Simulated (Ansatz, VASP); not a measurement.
**One calculation of LiH, two programs**

```
CELL_PARAMETERS angstrom
0.00000 1.95445 1.95445
1.95445 0.00000 1.95445
1.95445 1.95445 0.00000
ATOMIC_POSITIONS crystal
Li 0.00256 0.00256 0.00256
H 0.50000 0.50000 0.50000
```

Change from the starting cell: atom 1 moved by [0.01, 0.01, 0.01] A.

Alike in both runs: task single point; functional LDA; k mesh 10 × 10 × 10; no spin polarisation.

|  | VASP | Ansatz |
| --- | --- | --- |
| version | VASP 6.6.1 | Ansatz 0.2.0 |
| potentials or method | VASP PAW LDA potentials, release 64 (Li_sv, H), cutoff 520 eV | all-electron LAPW, scalar-relativistic |
| occupations | gaussian, width 0.01 eV | fixed |

```csv
,VASP,Ansatz,Ansatz less VASP
gap on the k mesh at the Fermi level (eV),2.53,2.54,+0.012
rms of the force components (eV/Å),0.014,0.014,-0.0001
```

LDA's correlation is that of Perdew and Zunger in VASP and of Perdew and Wang (1992) in Ansatz. Atom by atom the forces differ by 0.000 eV/Å (rms over components). Ansatz ran all-electron here, and VASP with PAW potentials.

Noted on VASP's run: the cutoff is short for stress, so the pressure is rough.
